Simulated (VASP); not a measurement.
Write the native input for VASP 6.6.1 that does the following.

* Task: single point
* Functional: PBE
* Potentials or basis: VASP PAW PBE potentials, release 64 (Be, Te)
* Cutoff: 600 eV
* k mesh: 6 × 6 × 6
* Occupations: gaussian, width 0.01 eV
* Spin: no spin polarisation
* Dipole correction: no
* Further INCAR settings: ALGO = Normal; EDIFF = 1e-06; NBANDS = 11

The structure of BeTe (gwk) lies in POSCAR:

```
BeTe
1.0
    0.0000000000      2.8023799469      2.8023799469
    2.8023799469      0.0000000000      2.8023799469
    2.8023799469      2.8023799469      0.0000000000
Be Te
1 1
Direct
    0.0000000000      0.0000000000      0.0000000000
    0.2500000000      0.2500000000      0.2500000000
```

The input as run:

INCAR

```
PREC = Accurate
ENCUT = 600
EDIFF = 1E-6
ISMEAR = 0
SIGMA = 0.01
LREAL = F
LASPH = T
NELM = 120
ALGO = Normal
ISIF = 2
LWAVE = F
LCHARG = T
GGA = PE
LELF = T
LVHAR = T
NBANDS = 11
GGA_COMPAT = F
```

KPOINTS

```
Automatic mesh
0
Gamma
  6 6 6
```

Potentials or basis: VASP PAW PBE potentials, release 64 (Be, Te).

Launch:

```console
$ cat potpaw_PBE.64/Be/POTCAR potpaw_PBE.64/Te/POTCAR > POTCAR
$ mpirun -np 1 vasp_std > vasp.out
```

Results of the run:

The pressure is 2.1 GPa and the band gap on the k mesh is 1.94 eV, indirect (least direct gap 3.60 eV).

Caveat: spin-orbit coupling is left out, which moves the levels of the heavy elements.

It used 16 s of CPU time on 1 thread of AMD EPYC 7R13 Processor (Zen 3), with other jobs on the host.
